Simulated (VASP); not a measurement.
Set up this calculation in VASP 6.6.1, as the native input.

* Task: single point
* Functional: PBE
* Potentials or basis: VASP PAW PBE potentials, release 64 (Eu, K_sv)
* Cutoff: 520 eV
* k mesh: 5 × 5 × 5
* Occupations: fermi-dirac, width 0.05 eV
* Spin: collinear spin, ferromagnetic start
* Starting moments: [7.0, 7.0, 7.0, 0.0] μB
* Dipole correction: no
* Further INCAR settings: ALGO = Normal; EDIFF = 1e-06; NBANDS = 42

The structure of KEu3 lies in POSCAR:

```
KEu3
1.0
    0.0000000000      4.7567599355      4.7567599355
    4.7567599355      0.0000000000      4.7567599355
    4.7567599355      4.7567599355      0.0000000000
Eu K
3 1
Direct
    0.5000000000      0.5000000000      0.5000000000
    0.7500000000      0.7500000000      0.7500000000
    0.2500000000      0.2500000000      0.2500000000
    0.0000000000      0.0000000000      0.0000000000
```

One way to write it, as run:

INCAR

```
PREC = Accurate
ENCUT = 520
EDIFF = 1E-6
ISMEAR = -1
SIGMA = 0.05
LREAL = F
LASPH = T
NELM = 150
ALGO = Normal
ISIF = 2
LWAVE = F
LCHARG = F
ISPIN = 2
MAGMOM = 7 7 7 0
LORBIT = 11
LMAXMIX = 6
GGA = PE
NBANDS = 42
```

KPOINTS

```
Automatic mesh
0
Gamma
  5 5 5
```

Potentials or basis: VASP PAW PBE potentials, release 64 (Eu, K_sv).

Launch:

```console
$ cat potpaw_PBE.64/Eu/POTCAR potpaw_PBE.64/K_sv/POTCAR > POTCAR
$ mpirun -np 1 vasp_std > vasp.out
```

It gave:

```json
{"Pressure": "-1.0 GPa", "Net moment": "22.32 μB per cell", "Site moments": "Eu +6.74; K +0.01 μB", "Valence electrons inside the program's atomic spheres": "Eu 14.73; K 7.56"}
```

Caveat: the highest band is partly filled, so the run has too few bands.

Wall time 12 min on 1 thread of Intel(R) Xeon(R) Platinum 8488C (Sapphire Rapids) (shared host), peak memory 0.53 GiB.
